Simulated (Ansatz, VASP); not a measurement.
BaTe: VASP beside Ansatz

```
CELL_PARAMETERS angstrom
4.80873 0.00000 0.00000
-2.40436 4.16448 0.00000
0.00000 0.00000 4.41078
ATOMIC_POSITIONS crystal
Ba 0.33333 0.66667 0.50000
Te 0.66667 0.33333 0.00000
```

Alike in both runs: functional PBE; k mesh 6 × 6 × 6; occupations gaussian, width 0.02 eV; no spin polarisation.

Ansatz relaxed the structure, and its values are those at the end. VASP's run is a single point on that final structure, the one shown.

```csv
,VASP,Ansatz
version,VASP 6.6.1,Ansatz 0.2.0
potentials or method,"VASP PAW PBE potentials, release 64 (Ba_sv, Te), cutoff 520 eV","scalar-relativistic, plane waves, PAW"
valence electrons in the cell,16,26
```

Ansatz gave:

| Item | Value |
| --- | --- |
| gap on the k mesh at the Fermi level (eV) | 1.52 |
| least direct gap on the mesh (eV) | 1.52 |
| pressure (GPa) | 0.0 |

Q: Which values does VASP return?

A: gap on the k mesh at the Fermi level (eV): 1.47; least direct gap on the mesh (eV): 1.47; pressure (GPa): 0.3.

VASP's potentials hold 16 valence electrons a cell and Ansatz's 26, so a difference there can come from the potentials and not from the codes.

Spin-orbit coupling is off throughout.
